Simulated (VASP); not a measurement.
# Sc3Ge (Fm-3m) in VASP: a series of runs, part 2 of 2

VASP 6.6.1.

## Step 4: Relaxation of cell and atoms, PBE

Input file INCAR:

```
SYSTEM = Sc3Ge
ALGO = Normal
EDIFF = 1E-6
EDIFFG = -0.04
ENCUT = 600
GGA = PE
IBRION = 2
ISIF = 3
ISMEAR = 0
LASPH = .TRUE.
LCHARG = .FALSE.
LREAL = .FALSE.
LWAVE = .FALSE.
NELM = 60
NSW = 90
PREC = Accurate
SIGMA = 0.1
```

Input file KPOINTS:

```
k-points
0
G
  4 4 4
  0 0 0
```

Input file POSCAR:

```
Sc3Ge
1.0
    0.0000000000      3.3300320600      3.3300320600
    3.3300320600      0.0000000000      3.3300320600
    3.3300320600      3.3300320600      0.0000000000
Sc Ge
3 1
Direct
    0.0000000000      0.0000000000      0.0000000000
    0.2500000000      0.2500000000      0.2500000000
    0.7500000000      0.7500000000      0.7500000000
    0.5000000000      0.5000000000      0.5000000000
```

Potentials or basis: VASP PAW PBE potentials, release 64 (Sc_sv, Ge_d).

Run with:

```sh
> cat potpaw_PBE.64/Sc_sv/POTCAR potpaw_PBE.64/Ge_d/POTCAR > POTCAR
> mpirun -np 1 vasp_std > vasp.out
```

OUTCAR:

```text
SYSTEM = Sc3Ge
   EDIFF = 1E-6
   EDIFFG = -0.04
   ENCUT = 600
   GGA = PE
   IBRION = 2
   ISIF = 3
   ISMEAR = 0
   LASPH = .TRUE.
   LREAL = .FALSE.
   NELM = 60
   NSW = 90
   PREC = Accurate

 ion  position               nearest neighbor table
   1  0.000  0.000  0.000-   3 2.88   3 2.88   3 2.88   2 2.88   3 2.88   2 2.88   2 2.88   2 2.88

   2  0.250  0.250  0.250-   1 2.88   1 2.88   1 2.88   1 2.88   4 2.88   4 2.88   4 2.88   4 2.88
                             3 3.33   3 3.33   3 3.33   3 3.33   3 3.33   3 3.33
   3  0.750  0.750  0.750-   4 2.88   4 2.88   4 2.88   1 2.88   4 2.88   1 2.88   1 2.88   1 2.88
                             2 3.33   2 3.33   2 3.33   2 3.33   2 3.33   2 3.33
   4  0.500  0.500  0.500-   2 2.88   2 2.88   2 2.88   2 2.88   3 2.88   3 2.88   3 2.88   3 2.88

  LATTYP: Found a face centered cubic cell.
 ALAT       =     6.6600641200

  Lattice vectors:

 A1 = (   0.0000000000,   3.3300320600,   3.3300320600)
 A2 = (   3.3300320600,   0.0000000000,   3.3300320600)
 A3 = (   3.3300320600,   3.3300320600,   0.0000000000)

Analysis of symmetry for initial positions (statically):
=====================================================================
 Subroutine PRICEL returns:
 Original cell was already a primitive cell.

 Routine SETGRP: Setting up the symmetry group for a
 face centered cubic supercell.

 Subroutine GETGRP returns: Found 48 space group operations
 (whereof 48 operations were pure point group operations)
 out of a pool of 48 trial point group operations.

The static configuration has the point symmetry O_h .

Analysis of symmetry for dynamics (positions and initial velocities):
=====================================================================
 Subroutine PRICEL returns:
 Original cell was already a primitive cell.

 Routine SETGRP: Setting up the symmetry group for a
 face centered cubic supercell.

 Subroutine GETGRP returns: Found 48 space group operations
 (whereof 48 operations were pure point group operations)
 out of a pool of 48 trial point group operations.

[... 97 lines left out ...]
   PSTRESS=    0.0 pullay stress
   NELECT =      47.0000    total number of electrons
   NUPDOWN=      -1.0000    fix difference up-down
   EMIN   =  10.00;   EMAX   =-10.00  energy-range for DOS
   EFERMI =   0.00;   METHOD = LEGACY
   ISMEAR =     0;   SIGMA  =   0.10  broadening in eV -4-tet -1-fermi 0-gaus
   EFERMI_NEDOS =   21; number of points for ismear=-14 and -15
   IALGO  =     38    algorithm
   IMIX   =      4    mixing-type and parameters
     AMIX     =   0.40;   BMIX     =  1.00
     AMIX_MAG =   1.60;   BMIX_MAG =  1.00
  volume/ion in A,a.u.               =      18.46       124.60
  Fermi-wavevector in a.u.,A,eV,Ry     =   1.408150  2.661018 26.978822  1.982887
  Thomas-Fermi vector in A             =   2.530337
   LORBIT       =      0    0 simple, 1 ext, 2 COOP (PROOUT), +10 PAW based schemes
   GGA     = PE    functional components
   LHFCALC =     F    Hartree Fock is set to
   AEXX    =    0.0000 exact exchange contribution
   IVDW    =     0    specifies the selected vdW correction
   LEPSILON=     F    determine dielectric tensor
   LRPA    =     F    only Hartree local field effects (RPA)
 conjugate gradient relaxation of ions
 non-spin polarized calculation
 Gauss-broadening in eV      SIGMA  =   0.10
  energy-cutoff  :      600.00
  volume of cell :       73.85
 maximum number of plane-waves:      2488
 NGX is ok and might be reduce to    40
   NGX = 19   NGY = 19   NGZ = 19

--------------------------------------- Ionic step        1  -------------------------------------------

 number of electron      46.9999992 magnetization

 Free energy of the ion-electron system (eV)
  ---------------------------------------------------
  ext. energy  EPLUGINS =         0.00000000
  ---------------------------------------------------
  free energy    TOTEN  =       -23.87570271 eV

  energy without entropy =      -23.84006381  energy(sigma->0) =      -23.85788326

------------------------ aborting loop because EDIFF is reached ----------------------------------------

  FORCE on cell =-STRESS in cart. coord.  units (eV):
  Direction    XX          YY          ZZ          XY          YZ          ZX
  --------------------------------------------------------------------------------------
  -------------------------------------------------------------------------------------
  Total        4.0135360      4.0135360      4.0135360      0.0000000      0.0000000      0.0000000
  in kB       87.0687892     87.0687892     87.0687892      0.0000000      0.0000000      0.0000000
  external PRESSURE =      87.0687892 kB  Pullay stress =       0.0000000 kB
[... 63 lines left out ...]
--------------------------------------- Ionic step        3  -------------------------------------------

 number of electron      46.9999991 magnetization

 Free energy of the ion-electron system (eV)
  ---------------------------------------------------
  ext. energy  EPLUGINS =         0.00000000
  ---------------------------------------------------
  free energy    TOTEN  =       -24.08349697 eV

  energy without entropy =      -24.04453082  energy(sigma->0) =      -24.06401389

 E-fermi :   5.3500     XC(G=0): -10.6758

 val. band max:        5.3293734992   @ k =  -0.2500   0.2500   0.0000
 cond. band min:       5.4139799211   @ k =   0.5000   0.0000   0.0000
 fundamental gap:      0.0846064219
 Fermi energy:         5.3499778371

 k-point     1 :       0.0000    0.0000    0.0000
  band No.  band energies     occupation
      1     -44.0733      2.00000
      2     -43.9192      2.00000
      3     -43.8971      2.00000
      4     -22.8279      2.00000
      5     -22.8279      2.00000
      6     -22.8279      2.00000
[... 268 lines left out ...]
  FREE ENERGIE OF THE ION-ELECTRON SYSTEM (eV)
  ---------------------------------------------------
  free  energy   TOTEN  =       -24.0834969681 eV

  energy  without entropy=      -24.0445308211  energy(sigma->0) =      -24.06401389

 reached required accuracy - stopping structural energy minimisation
```

Run time: 42 s. Hardware: 1 thread of Intel Xeon 6975P-C (Granite Rapids), shared host; peak memory 0.25 GiB.

What came out:

```yaml
Free_energy: -24.0835 eV
Relaxed_volume: 20.55 Å³/atom
Relaxed_cell: a = 4.880 Å, b = 4.880 Å, c = 4.880 Å, α = 60.00°, β = 60.00°, γ = 60.00°
Space_group_after_relaxing_to_0.05_Å: Fm-3m (No. 225)
Energy_gained_by_relaxing: 51.9 meV/atom
Ionic_steps: 3
Pressure_after_relaxing: 0.1 GPa
```

Step by step:
| step | energy change (eV) | largest force (eV/Å) | pressure (GPa) | volume (Å³) |
| --- | --- | --- | --- | --- |
| 1 | 0.0000 | 0.0000 | 8.71 | 73.85 |
| 2 | -0.1888 | 0.0000 | -2.10 | 85.11 |
| 3 | -0.2078 | 0.0000 | 0.11 | 82.19 |

Final structure:
```
Sc Ge
1.0
     0.00000    3.45088    3.45088
     3.45088    0.00000    3.45088
     3.45088    3.45088    0.00000
Sc Ge
3 1
Direct
  0.00000 0.00000 0.00000
  0.25000 0.25000 0.25000
  0.75000 0.75000 0.75000
  0.50000 0.50000 0.50000
```

Caveat: the k points lie up to 0.39 Å⁻¹ apart in the final cell.

## Step 5: Single point, PBE, collinear spin, ferromagnetic start

This run uses another cell than the first one, of 20.62 Å³/atom, 1.117 times its volume.

Input file INCAR:

```
PREC = Accurate
ENCUT = 520
EDIFF = 1E-7
ISMEAR = 0
SIGMA = 0.1
LREAL = F
LASPH = T
NELM = 150
ALGO = Fast
ISIF = 2
LWAVE = F
LCHARG = F
ISPIN = 2
MAGMOM = 1 1 1 0
LORBIT = 11
LMAXMIX = 4
GGA = PE
NBANDS = 36
```

Input file KPOINTS:

```
Automatic mesh
0
Gamma
  4 4 4
```

Input file POSCAR:

```
Sc3Ge
1.0
    0.0000000000      3.4551400161      3.4551400161
    3.4551400161      0.0000000000      3.4551400161
    3.4551400161      3.4551400161      0.0000000000
Sc Ge
3 1
Direct
    0.0000000000      0.0000000000      0.0000000000
    0.2500000000      0.2500000000      0.2500000000
    0.7500000000      0.7500000000      0.7500000000
    0.5000000000      0.5000000000      0.5000000000
```

Run with:

```sh
> cat potpaw_PBE.64/Sc_sv/POTCAR potpaw_PBE.64/Ge_d/POTCAR > POTCAR
> mpirun -np 1 vasp_std > vasp.out
```

Run time: 38 s. Hardware: 1 thread of Intel Xeon 6975P-C (Granite Rapids), shared host; peak memory 0.24 GiB.

The run converged. Its results:

```
Free energy                                           : -24.1130 eV
Pressure                                              : 0.2 GPa
Net moment                                            : 1.84 μB per cell
Site moments                                          : Sc +0.62, +0.33; Ge -0.03 μB
Valence electrons inside the program's atomic spheres : Sc 9.59, 9.48; Ge 12.27
```

Levels at points of the mesh, in eV from the Fermi level:
Spin up:
```csv
k point,band 22,band 23,band 24,band 25,band 26,band 27
"(0.00, 0.00, 0.00)",-1.33,-1.33,-0.51,-0.04,-0.04,-0.04
"(0.50, 0.00, 0.00)",-0.33,-0.20,-0.20,0.01,0.01,0.32
"(0.50, 0.50, 0.00)",-1.91,-1.85,0.11,0.11,0.12,1.33
```
Spin down:
```tsv
k point	band 20	band 21	band 22	band 23	band 24	band 25	band 26	band 27
(0.00, 0.00, 0.00)	-2.14	-2.14	-0.95	-0.95	-0.03	0.67	0.67	0.67
(0.50, 0.00, 0.00)	-2.31	-2.31	0.26	0.40	0.40	0.47	0.47	0.79
(0.50, 0.50, 0.00)	-1.77	-1.77	-1.48	-1.27	0.54	0.70	0.70	1.62
```

Caveat: the k points lie up to 0.39 Å⁻¹ apart.

## Step 6: Overview

```csv
task,spin,cell,cutoff (eV),gap on the mesh (eV),pressure (GPa)
single point,off,"a = 4.709 Å, angles 60.0°, 4 atoms",520,none,8.6
single point,off,"a = 4.886 Å, angles 60.0°, 4 atoms",520,none,-0.2
relaxation of cell and atoms,off,"relaxed from a = 4.709 Å, angles 60.0°, 4 atoms",600,none,0.1
single point,"collinear, ferromagnetic start","a = 4.886 Å, angles 60.0°, 4 atoms",520,none,0.2
```

Alike in all rows: level PBE; potentials or basis VASP PAW PBE potentials, release 64 (Sc_sv, Ge_d); k mesh 4 × 4 × 4; smearing gaussian 0.1 eV.

Caveats: all runs use coarse meshes.

Absolute energies hang on the potentials; compare differences alone.
